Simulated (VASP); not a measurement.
Wanted: the native input for a VASP 6.6.1 run.

| Quantity | Value |
| --- | --- |
| Task | band structure |
| Functional | TB-mBJ |
| Potentials or basis | VASP PAW PBE potentials, release 64 (Cd, S) |
| Cutoff | 550 eV |
| k mesh | 10 × 10 × 10 |
| Occupations | gaussian, width 0.03 eV |
| Spin | no spin polarisation |
| Tolerance level | tight |
| Purpose | bands |
| Route | KPOINTS_OPT |
| Further INCAR settings | ALGO = Normal; EDIFF = 1e-06; NBANDS = 31 |

The system is CdS.

```xyz
2
Lattice="0.0000 2.9165 2.9165 2.9165 0.0000 2.9165 2.9165 2.9165 0.0000" Properties=species:S:1:pos:R:3 pbc="T T T"
Cd    0.0000    0.0000    0.0000
S     4.3748    4.3748    4.3748
```

One way to write it, as run:

POSCAR

```
CdS
1.0
    0.0000000000      2.9165000000      2.9165000000
    2.9165000000      0.0000000000      2.9165000000
    2.9165000000      2.9165000000      0.0000000000
Cd S
1 1
Direct
    0.0000000000      0.0000000000      0.0000000000
    0.7500000000      0.7500000000      0.7500000000
```

INCAR.step1

```
SYSTEM = CdS
ISMEAR = 0
SIGMA = 0.03
LWAVE = .True.
LCHARG = .False.
NBANDS = 31
PREC = Accurate
LASPH = .True.
LREAL = .False.
ALGO = Normal
EDIFF = 1E-5
NELM = 120
GGA_COMPAT = .False.
ENCUT = 550
EFERMI = MIDGAP
GGA = PE
```

INCAR.step2

```
SYSTEM = CdS
METAGGA = MBJ
ISMEAR = 0
SIGMA = 0.03
LWAVE = .False.
LCHARG = .False.
NBANDS = 31
PREC = Accurate
LASPH = .True.
LREAL = .False.
ALGO = Normal
EDIFF = 1E-6
NELM = 120
GGA_COMPAT = .False.
ENCUT = 550
EFERMI = MIDGAP
LMIXTAU = .True.
ISTART = 1
```

KPOINTS

```
Automatic mesh
0
Gamma
  10 10 10
  0 0 0
```

KPOINTS_OPT

```
path GXWKGLUWLK,UX
32
line-mode
reciprocal
 0.0000000000  0.0000000000  0.0000000000  G
 0.5000000000  0.0000000000  0.5000000000  X

 0.5000000000  0.0000000000  0.5000000000  X
 0.5000000000  0.2500000000  0.7500000000  W

 0.5000000000  0.2500000000  0.7500000000  W
 0.3750000000  0.3750000000  0.7500000000  K

 0.3750000000  0.3750000000  0.7500000000  K
 0.0000000000  0.0000000000  0.0000000000  G

 0.0000000000  0.0000000000  0.0000000000  G
 0.5000000000  0.5000000000  0.5000000000  L

 0.5000000000  0.5000000000  0.5000000000  L
 0.6250000000  0.2500000000  0.6250000000  U

 0.6250000000  0.2500000000  0.6250000000  U
 0.5000000000  0.2500000000  0.7500000000  W

 0.5000000000  0.2500000000  0.7500000000  W
 0.5000000000  0.5000000000  0.5000000000  L

 0.5000000000  0.5000000000  0.5000000000  L
 0.3750000000  0.3750000000  0.7500000000  K

 0.6250000000  0.2500000000  0.6250000000  U
 0.5000000000  0.0000000000  0.5000000000  X
```

Potentials or basis: VASP PAW PBE potentials, release 64 (Cd, S).

Run with:

```bash
$ cat potpaw_PBE.64/Cd/POTCAR potpaw_PBE.64/S/POTCAR > POTCAR
$ cp INCAR.step1 INCAR
$ mpirun -np 1 vasp_std > vasp.out
$ cp INCAR.step2 INCAR
$ mpirun -np 1 vasp_std > vasp.out
```

Results of the run:

```
Band gap on the k mesh  : 2.64 eV
Band gap along the path : 2.64 eV
```

Wall time 2.4 min on 1 thread of Intel(R) Xeon(R) 6975P-C (Granite Rapids) (shared host), peak memory 0.24 GiB.
